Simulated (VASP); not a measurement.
A run of VASP 6.6.1 is set up as follows.

Contents of INCAR:

```
PREC = Accurate ; ENCUT = 600
EDIFF = 1E-6 ; ISMEAR = 0
SIGMA = 0.1 ; LREAL = F
LASPH = T ; NELM = 100
ALGO = Normal ; ISIF = 3
LWAVE = F ; LCHARG = F
GGA = PE ; IBRION = 2
NSW = 100 ; EDIFFG = -0.01
```

Contents of KPOINTS:

```
regular mesh
0
Gamma
  8 8 8
```

Contents of POSCAR:

```
NaSe7
1.0
    0.0000000000      4.3606892661      4.3606892661
    4.3606892661      0.0000000000      4.3606892661
    4.3606892661      4.3606892661      0.0000000000
Na Se
1 7
Direct
    0.0000000000      0.0000000000      0.0000000000
    0.5000000000      0.0000000000      0.0000000000
    0.0000000000      0.5000000000      0.5000000000
    0.0000000000      0.5000000000      0.0000000000
    0.5000000000      0.0000000000      0.5000000000
    0.0000000000      0.0000000000      0.5000000000
    0.5000000000      0.5000000000      0.0000000000
    0.5000000000      0.5000000000      0.5000000000
```

Potentials or basis: VASP PAW PBE potentials, release 64 (Na_pv, Se).

The run is started by

```sh
$ cat potpaw_PBE.64/Na_pv/POTCAR potpaw_PBE.64/Se/POTCAR > POTCAR
$ mpirun -np 1 vasp_std > vasp.out
```

Task: Estimate the band gap on the k mesh.

Result: Zero (an odd number of electrons rules out a gap without spin polarisation).

Task: What does it give for the relaxed volume?

Result: 20.95 Å³/atom.

Task: Estimate the relaxed cell.

Result: a = 6.189 Å, b = 6.189 Å, c = 6.189 Å, α = 60.00°, β = 60.00°, γ = 60.00°.

Final structure:
```cif
data_structure
_symmetry_space_group_name_H-M 'P 1'
_symmetry_Int_Tables_number 1
_cell_length_a 6.1886
_cell_length_b 6.1886
_cell_length_c 6.1886
_cell_angle_alpha 60.000
_cell_angle_beta 60.000
_cell_angle_gamma 60.000
_cell_volume 167.59
loop_
_atom_site_label
_atom_site_type_symbol
_atom_site_fract_x
_atom_site_fract_y
_atom_site_fract_z
_atom_site_occupancy
Na1 Na 0.00000 0.00000 0.00000 1
Se1 Se 0.50000 0.00000 0.00000 1
Se2 Se 0.00000 0.50000 0.50000 1
Se3 Se 0.00000 0.50000 0.00000 1
Se4 Se 0.50000 0.00000 0.50000 1
Se5 Se 0.00000 0.00000 0.50000 1
Se6 Se 0.50000 0.50000 0.00000 1
Se7 Se 0.50000 0.50000 0.50000 1
```
